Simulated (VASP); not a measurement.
A run of VASP 6.6.1 is set up as follows.

The input INCAR:

```
SYSTEM = Si32Au
  PREC = Accurate
  ENCUT = 520
  EDIFF = 1E-6
  ISMEAR = 0
  SIGMA = 0.02
  LREAL = Auto
  LASPH = .True.
  NELM = 80
  ALGO = Normal
  ISIF = 2
  LWAVE = .False.
  LCHARG = .False.
  GGA = PE
  NELECT = 138.0
  NBANDS = 92
```

The input KPOINTS:

```
Automatic mesh
0
Gamma
  2 2 2
  0.5 0.5 0.5
```

POSCAR

```
Si32Au
1.0
    5.4700937551     -5.4700937551      5.4700937551
   -5.4700937551     -5.4700937551     -5.4700937551
    5.4700937551      5.4700937551     -5.4700937551
Si Au
32 1
Direct
    0.4986257209      0.0000147575      0.7481664732
    0.7482856709      0.0000114443      0.4985315600
    0.7364627897      0.7363191939      0.7364206824
    0.0000605489     -0.0000709288      0.2653343401
    0.0002437252      0.7480490178      0.4985097626
    0.0002492865      0.4983042057      0.7483620513
    0.2657140878     -0.0000893585     -0.0000232227
    0.2521017850      0.7501261136      0.2520331142
    0.2502847663      0.5017596198      0.5019267883
    0.2522489838      0.2520261152      0.7504973926
    0.4986085710      0.7479981156      0.0001792617
    0.5019958847      0.5017530306      0.2502089235
    0.5020056126      0.2500573142      0.5019331774
    0.7484311894      0.4983026758      0.0001737378
    0.7506459274      0.2520810440      0.2522397350
    0.0000984568      0.2643048216      0.0000565555
    0.5002795060      0.2500427441      0.7501585898
    0.7502371763      0.2500442283      0.5002250711
    0.7456493192      0.0001835491      0.7455626840
    0.0003228935      0.2547895995      0.2552048326
    0.0003082246      0.0000567461      0.5116365575
    0.0007353382      0.7454067652      0.7456046267
    0.2553445321      0.2547576272      0.0002320596
    0.2553075661      0.0000338581      0.2551194708
    0.2502439772      0.7499729771      0.5001645160
    0.2502312969      0.5000306883      0.7501479274
    0.5119574640      0.0000594902      0.0002389381
    0.5002351850      0.7499676288      0.2501827818
    0.4899899715      0.4897367410      0.4899118709
    0.7456775238      0.7453898709      0.0005784576
    0.7502215213      0.5000404182      0.2501646915
    0.0003034276      0.5108033714      0.0002264745
    0.0026611823      0.0009036790      0.0022120708
```

Potentials or basis: VASP PAW PBE potentials, release 64 (Si, Au).

Run with:

```console
$ cat potpaw_PBE.64/Si/POTCAR potpaw_PBE.64/Au/POTCAR > POTCAR
$ mpirun -np 1 vasp_std > vasp.out
```

Q: Predict the largest force.

A: 0.009 eV/Å.

Forces on the atoms (eV/Å):
```
Si   0.004  0.000  0.000
Si   0.004  0.000  0.000
Si  -0.004  0.005  0.006
Si   0.005  0.000 -0.001
Si   0.002  0.000 -0.001
Si   0.000 -0.001 -0.002
Si   0.003 -0.001 -0.002
Si   0.000 -0.002 -0.001
Si   0.000  0.001  0.003
Si   0.002  0.001  0.000
Si   0.001 -0.002  0.000
Si   0.000  0.002  0.001
Si   0.000  0.001  0.002
Si   0.000 -0.003 -0.001
Si   0.002  0.000  0.002
Si  -0.003 -0.006 -0.005
Si   0.000  0.001  0.000
Si   0.000  0.000  0.001
Si   0.006  0.000  0.001
Si   0.000 -0.002  0.006
Si  -0.001 -0.001  0.002
Si  -0.001  0.003 -0.007
Si  -0.001  0.007 -0.003
Si  -0.007  0.001 -0.001
Si   0.000  0.000 -0.001
Si  -0.001  0.000  0.000
Si  -0.001  0.001  0.000
Si   0.000 -0.001 -0.001
Si   0.001 -0.001 -0.001
Si   0.000 -0.006  0.003
Si  -0.001  0.000  0.000
Si   0.002 -0.001  0.000
Au  -0.008  0.002  0.001
```

Caveat: the cell carries a net charge on a neutralising background, which shifts energy and pressure.
